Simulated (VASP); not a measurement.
Write the native input for VASP 6.6.1 that does the following.

```
Task                               : single point
Functional                         : r2SCAN-based global hybrid
Potentials or basis                : VASP PAW PBE potentials, release 64 (C)
Cutoff                             : 520 eV
k mesh                             : 7 × 7 × 7
Occupations                        : fermi-dirac, width 0.05 eV
Spin                               : no spin polarisation
Dipole correction                  : no
Grid for exact exchange (PRECFOCK) : Normal
Share of exact exchange            : 0.35
Further INCAR settings             : ALGO = Normal; EDIFF = 1e-06; NBANDS = 11
```

Crystal: C.

```
C
1.0
     0.00000    1.78337    1.78337
     1.78337    0.00000    1.78337
     1.78337    1.78337    0.00000
C
2
Direct
  0.75000 0.75000 0.75000
  0.50000 0.50000 0.50000
```

These files were run (other wordings do the same):

POSCAR

```
C
1.0
    0.0000000000      1.7833700000      1.7833700000
    1.7833700000      0.0000000000      1.7833700000
    1.7833700000      1.7833700000      0.0000000000
C
2
Direct
    0.7500000000      0.7500000000      0.7500000000
    0.5000000000      0.5000000000      0.5000000000
```

INCAR.step1

```
PREC = Accurate
ENCUT = 520
EDIFF = 1E-5
ISMEAR = -1
SIGMA = 0.05
LREAL = F
LASPH = T
NELM = 100
ALGO = Normal
ISIF = 2
LWAVE = T
LCHARG = F
NBANDS = 11
GGA = PE
```

INCAR.step2

```
PREC = Accurate
ENCUT = 520
EDIFF = 1E-6
ISMEAR = -1
SIGMA = 0.05
LREAL = F
LASPH = T
NELM = 100
ALGO = Normal
ISIF = 2
LWAVE = F
LCHARG = F
METAGGA = R2SCAN
LHFCALC = T
AEXX = 0.35
LMIXTAU = T
PRECFOCK = Normal
NBANDS = 11
ISTART = 1
```

KPOINTS

```
Automatic mesh
0
Gamma
  7 7 7
```

Potentials or basis: VASP PAW PBE potentials, release 64 (C).

Launch:

```console
$ cat potpaw_PBE.64/C/POTCAR > POTCAR
$ cp INCAR.step1 INCAR
$ mpirun -np 1 vasp_std > vasp.out
$ cp INCAR.step2 INCAR
$ mpirun -np 1 vasp_std > vasp.out
```

Results of the run:

The pressure is -12.5 GPa and the band gap on the k mesh is 7.01 eV, indirect (least direct gap 8.64 eV).

Caveat: the k points lie up to 0.44 Å⁻¹ apart; the PAW data sets were made with another functional, which shifts forces and pressure a little.

It took 6.3 min on 1 thread of AMD EPYC 7R43 64-Core Processor (Zen 3), on a shared host, peak memory 0.09 GiB.
